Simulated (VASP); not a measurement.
Crystal: MnS.

```
CELL_PARAMETERS angstrom
3.95358 0.00000 0.00000
-1.97679 3.42390 0.00000
0.00000 0.00000 6.34253
ATOMIC_POSITIONS crystal
Mn 0.66667 0.33333 0.49884
Mn 0.33333 0.66667 0.99884
S 0.33333 0.66667 0.62615
S 0.66667 0.33333 0.12615
```

Base run:

```yaml
Program: VASP 6.6.1
Functional: PBE
Potentials_or_basis: VASP PAW PBE potentials, release 64 (Mn_pv, S)
Cutoff: 520 eV
k_mesh: 8 × 8 × 4
Occupations: fermi-dirac, width 0.05 eV
Spin: collinear spin, ferromagnetic start
Starting_moments: "[4.0, 4.0, 0.0, 0.0] μB"
```

Its results: pressure 2.8 GPa; net moment 9.86 μB per cell; site moments Mn +4.32; S +0.09 μB; largest force 0.288 eV/Å.

The run is repeated on the same cell with these changes: functional from PBE to RPBE. What comes out?

Pressure 5.6 GPa; net moment 9.93 μB per cell; site moments Mn +4.35; S +0.09 μB; largest force 0.300 eV/Å.

RPBE binds less tightly than PBE, so the same cell stands under more pressure.

Caveats: only a ferromagnetic start was run, and an antiferromagnetic order may lie lower in energy; the PAW data sets were made with another functional, which shifts forces and pressure a little (some runs).
